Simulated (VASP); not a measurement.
A run of VASP 6.6.1 is set up as follows.

The input INCAR:

```
PREC = Accurate
ENCUT = 600
EDIFF = 1E-6
ISMEAR = 0
SIGMA = 0.1
LREAL = F
LASPH = T
NELM = 120
ALGO = Normal
ISIF = 2
LWAVE = F
LCHARG = T
GGA = PE
LELF = T
LVHAR = T
NBANDS = 20
GGA_COMPAT = F
```

Contents of KPOINTS:

```
regular mesh
0
Gamma
  12 12 12
```

File POSCAR:

```
PdAuN
1.0
    3.8608517609      0.0000000000      0.0000000000
    0.0000000000      3.8608517609      0.0000000000
    0.0000000000      0.0000000000      3.6566845334
Pd Au N
1 1 1
Direct
    0.5000000000      0.5000000000      0.0000000000
    0.0000000000      0.0000000000      0.0000000000
    0.5000000000      0.5000000000      0.5000000000
```

Potentials or basis: VASP PAW PBE potentials, release 64 (Pd, Au, N).

The run is started by

```sh
$ cat potpaw_PBE.64/Pd/POTCAR potpaw_PBE.64/Au/POTCAR potpaw_PBE.64/N/POTCAR > POTCAR
$ mpirun -np 1 vasp_std > vasp.out
```

**Question.** Estimate the band gap on the k mesh.

**Answer.** Zero (bands 13 and 14 overlap by 2.75 eV).

**Question.** What does it give for the pressure?

**Answer.** -0.6 GPa.

Stress tensor (GPa, compression positive):
```
-0.25  0.00  0.00
 0.00 -0.25  0.00
 0.00  0.00 -1.17
```

Caveat: spin-orbit coupling is left out, which moves the levels of the heavy elements.
